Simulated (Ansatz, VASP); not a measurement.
# One calculation of CsBr, two programs

INCAR

```
  PREC = Accurate
  ENCUT = 400
  EDIFF = 1E-8
  ISMEAR = -1
  SIGMA = 0.02
  LREAL = F
  LASPH = T
  NELM = 120
  ALGO = Normal
  ISIF = 2
  LWAVE = F
  LCHARG = F
  GGA = PE
  LEFG = T
  NBANDS = 15
  GGA_COMPAT = F
```

KPOINTS

```
regular mesh
0
Gamma
  6 6 6
```

POSCAR

```
CsBr
1.0
    4.2380706029      0.0000000000      0.0000000000
    0.0000000000      4.2380706029      0.0000000000
    0.0000000000      0.0000000000      4.2380706029
Cs Br
1 1
Direct
    0.0000000000      0.0000000000      0.0000000000
    0.5000000000      0.5000000000      0.5000000000
```

Input for Ansatz:

```yaml
crystal:
  lattice:
    - [4.2380706029, 0.0, 0.0]
    - [0.0, 4.2380706029, 0.0]
    - [0.0, 0.0, 4.2380706029]
  atoms:
    - { symbol: Cs, position: [0.0, 0.0, 0.0] }
    - { symbol: Br, position: [0.5, 0.5, 0.5] }
kpoints:
  mp_grid: { grid: [6, 6, 6] }
scf:
  occupations: { method: fermi_dirac, width: 0.02 }
hamiltonian:
  xc: pbe
  pseudopotentials: { kind: paw }
output:
  forces: true
  stress: true
  eigenvalues: true
  efg: { contact_densities: true }
  write_density: true
  write_potential: true
  elf: true
  volumetric_format: npy
```

Change from the starting cell: volume scaled by 0.9405, PAW files.

Alike in both runs: task electric field gradients; functional PBE; k mesh 6 × 6 × 6; occupations fermi-dirac, width 0.02 eV; no spin polarisation.

|  | VASP | Ansatz |
| --- | --- | --- |
| version | VASP 6.6.1 | Ansatz 0.2.0 |
| potentials or method | VASP PAW PBE potentials, release 64 (Cs_sv, Br) | PAW with Ansatz's default frozen-core files, scalar-relativistic |
| plane-wave cutoff (eV) | 400 | 420 |
| valence electrons in the cell | 16 | 16 |

Ansatz gave:

```
gap on the k mesh at the Fermi level (eV) : 4.66
pressure (GPa)                            : 1.7
```

Which values does VASP return?

gap on the k mesh at the Fermi level (eV): 4.65; pressure (GPa): 1.7.

With one functional, cell and mesh, what is left measures potentials, basis and numerics.

Neither program's run includes spin-orbit coupling.
